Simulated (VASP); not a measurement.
Here is a VASP 6.6.1 calculation.

Contents of INCAR:

```
SYSTEM = HfN
PREC = Accurate
ENCUT = 520
EDIFF = 1E-6
ISMEAR = 0
SIGMA = 0.1
LREAL = .False.
LASPH = .True.
NELM = 60
ALGO = Normal
ISIF = 2
LWAVE = .False.
LCHARG = .False.
GGA = PS
NBANDS = 14
```

Contents of KPOINTS:

```
Automatic mesh
0
Gamma
  8 8 8
  0 0 0
```

Contents of POSCAR:

```
HfN
1.0
    0.0000000000      2.2558601200      2.2558601200
    2.2558601200      0.0000000000      2.2558601200
    2.2558601200      2.2558601200      0.0000000000
Hf N
1 1
Direct
    0.0000000000      0.0000000000      0.0000000000
    0.5000000000      0.5000000000      0.5000000000
```

Potentials or basis: VASP PAW PBE potentials, release 64 (Hf_pv, N).

The run is started by

```bash
$ cat potpaw_PBE.64/Hf_pv/POTCAR potpaw_PBE.64/N/POTCAR > POTCAR
$ mpirun -np 1 vasp_std > vasp.out
```

**Question.** Predict the band gap on the k mesh.

**Answer.** Zero (an odd number of electrons rules out a gap without spin polarisation).

**Question.** Estimate the pressure.

**Answer.** -3.8 GPa.

Caveat: the cell stands under tension; the PAW data sets were made with another functional, which shifts forces and pressure a little; spin-orbit coupling is left out, which moves the levels of the heavy elements.
